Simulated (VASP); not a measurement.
Hf4N:

```xyz
5
Lattice="0.0000 3.5718 3.5718 3.5718 0.0000 3.5718 3.5718 3.5718 0.0000" Properties=species:S:1:pos:R:3 pbc="T T T"
Hf    6.2178    6.2178    6.2178
Hf    4.4975    4.4975    6.2178
Hf    4.4975    6.2178    4.4975
Hf    6.2178    4.4975    4.4975
N     0.0000    0.0000    0.0000
```

```yaml
Program: VASP 6.6.1
Task: relaxation of cell and atoms
Functional: PBE
Potentials_or_basis: VASP PAW PBE potentials, release 64 (Hf_pv, N)
Cutoff: 600 eV
k_mesh: 4 × 4 × 4
Occupations: gaussian, width 0.1 eV
Spin: no spin polarisation
```

At the start: pressure 124.3 GPa; volume 18.23 Å³/atom.

Where does the relaxation end?

Over 62 steps the energy falls by 4416.6 meV/atom and the volume is 37.18 Å³/atom (+104.0 %); space group F-43m (No. 216, to 0.05 Å).

The path:
| step | energy change (eV) | largest force (eV/Å) | pressure (GPa) | volume (Å³) |
| --- | --- | --- | --- | --- |
| 1 | 0.0000 | 17.5510 | 124.30 | 91.13 |
| 3 | 25.8704 | 55.2544 | 37.82 | 312.20 |
| 5 | 6.0098 | 14.8486 | 0.76 | 630.10 |
| 7 | -0.7798 | 14.8663 | 5.83 | 422.75 |
| 9 | 628.7470 | 177.2871 | 8754.45 | 19.68 |
| 11 | 694.8231 | 1104.4787 | 2279.70 | 72.38 |
| 13 | 848.4155 | 1234.6715 | 6848.87 | 29.44 |
| 15 | 890.8011 | 1206.7854 | 8827.83 | 24.34 |
| 17 | 610.7131 | 687.0049 | 6248.37 | 25.34 |
| 19 | 307.8683 | 146.3329 | 3293.00 | 29.64 |
| 21 | 291.8997 | 99.2939 | 3154.29 | 29.93 |
| 23 | 193.0876 | 42.4213 | 1968.66 | 35.80 |
| 25 | 26.3423 | 22.1088 | 325.64 | 66.95 |
| 27 | -7.5093 | 20.7876 | 28.86 | 147.25 |
| 29 | -7.7974 | 13.3795 | 8.10 | 272.68 |
| 31 | -5.1887 | 10.7476 | 3.71 | 377.30 |
| 33 | -4.3442 | 9.3432 | 2.01 | 426.92 |
| 35 | -6.3389 | 4.0700 | -2.23 | 453.24 |
| 37 | -6.5765 | 1.7895 | -4.23 | 470.34 |
| 39 | -7.0105 | 2.2131 | -3.87 | 455.21 |
| 41 | -10.7777 | 3.4503 | -3.53 | 356.08 |
| 43 | -9.1281 | 5.6428 | 74.14 | 101.79 |
| 45 | -16.2447 | 9.4300 | 15.11 | 149.46 |
| 47 | -16.0007 | 8.3656 | 20.60 | 136.44 |
| 49 | -16.6223 | 2.4047 | 29.44 | 126.13 |
| 51 | -17.2014 | 4.1502 | 24.33 | 131.56 |
| 53 | -20.5650 | 3.2952 | 12.22 | 156.27 |
| 55 | -21.9659 | 1.1621 | -0.88 | 189.18 |
| 57 | -22.0028 | 1.0209 | -0.30 | 186.97 |
| 59 | -22.0767 | 0.0906 | 0.74 | 183.39 |
| 61 | -22.0811 | 0.0693 | 0.36 | 184.57 |
| 62 | -22.0828 | 0.0169 | -0.04 | 185.89 |

Final structure:
```cif
data_structure
_symmetry_space_group_name_H-M 'P 1'
_symmetry_Int_Tables_number 1
_cell_length_a 6.4061
_cell_length_b 6.4061
_cell_length_c 6.4061
_cell_angle_alpha 60.000
_cell_angle_beta 60.000
_cell_angle_gamma 60.000
_cell_volume 185.89
loop_
_atom_site_label
_atom_site_type_symbol
_atom_site_fract_x
_atom_site_fract_y
_atom_site_fract_z
_atom_site_occupancy
Hf1 Hf 0.86748 0.86748 0.86748 1
Hf2 Hf 0.86748 0.86748 0.39755 1
Hf3 Hf 0.86748 0.39755 0.86748 1
Hf4 Hf 0.39755 0.86748 0.86748 1
N1 N 0.00000 0.00000 0.00000 1
```

Caveat: the k points lie up to 0.30 Å⁻¹ apart in the final cell; the volume moved by over 15 % at a fixed basis, so the end points are rough.
